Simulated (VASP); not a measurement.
Crystal: In2Sb3O.

```
In Sb O
1.0
     4.00000    0.00000    0.00000
     0.00000    4.00000    0.00000
     0.00000    0.00000    8.96000
In Sb O
2 3 1
Direct
  0.50000 0.00000 0.90000
  0.00000 0.50000 0.10000
  0.50000 0.50000 0.32500
  0.50000 0.50000 0.67500
  0.00000 0.00000 0.50000
  0.00000 0.00000 0.00000
```

```yaml
Program: VASP 6.6.1
Task: relaxation of cell and atoms
Functional: PBE
Potentials_or_basis: VASP PAW PBE potentials, release 64 (In_d, Sb, O)
Cutoff: 600 eV
k_mesh: 4 × 4 × 2
Occupations: gaussian, width 0.2 eV
Spin: no spin polarisation
```

At the start: pressure 7.2 GPa; volume 23.89 Å³/atom.

Q: Where does the relaxation end?

A: Over 15 steps the energy falls by 138.7 meV/atom and the volume is 26.20 Å³/atom (+9.6 %); space group P-4m2 (No. 115, to 0.05 Å).

The path:
```csv
step,energy change (eV),largest force (eV/Å),pressure (GPa),volume (Å³)
1,0.0000,0.3611,7.19,143.36
2,-0.4108,0.4313,-2.00,166.70
3,-0.4298,0.4144,-0.71,161.99
4,-0.5301,0.3420,-0.55,161.40
5,-0.6817,0.4838,0.20,159.40
6,-0.6165,0.8015,2.78,153.41
7,-0.7458,0.5375,0.93,157.42
8,-0.7424,0.6245,1.35,156.38
9,-0.7781,0.3903,-0.40,160.72
10,-0.7795,0.4346,-0.13,160.01
11,-0.8109,0.2724,-0.16,159.49
12,-0.8271,0.1318,-0.13,158.75
13,-0.8271,0.1372,-0.13,158.78
14,-0.8304,0.0979,0.02,158.11
15,-0.8320,0.0410,0.25,157.18
```

Final structure:
```cif
data_structure
_symmetry_space_group_name_H-M 'P 1'
_symmetry_Int_Tables_number 1
_cell_length_a 3.7927
_cell_length_b 3.7927
_cell_length_c 10.9268
_cell_angle_alpha 90.000
_cell_angle_beta 90.000
_cell_angle_gamma 90.000
_cell_volume 157.18
loop_
_atom_site_label
_atom_site_type_symbol
_atom_site_fract_x
_atom_site_fract_y
_atom_site_fract_z
_atom_site_occupancy
In1 In 0.50000 0.00000 0.88369 1
In2 In 0.00000 0.50000 0.11631 1
Sb1 Sb 0.50000 0.50000 0.33470 1
Sb2 Sb 0.50000 0.50000 0.66530 1
Sb3 Sb 0.00000 0.00000 0.50000 1
O1 O 0.00000 0.00000 0.00000 1
```

Caveat: the k points lie up to 0.41 Å⁻¹ apart in the final cell; an odd number of electrons without spin polarisation forces a metal; a magnetic or distorted state may lie lower; the relaxation stopped at a loose force limit of 0.08 eV/Å, so its end isn't a converged minimum.
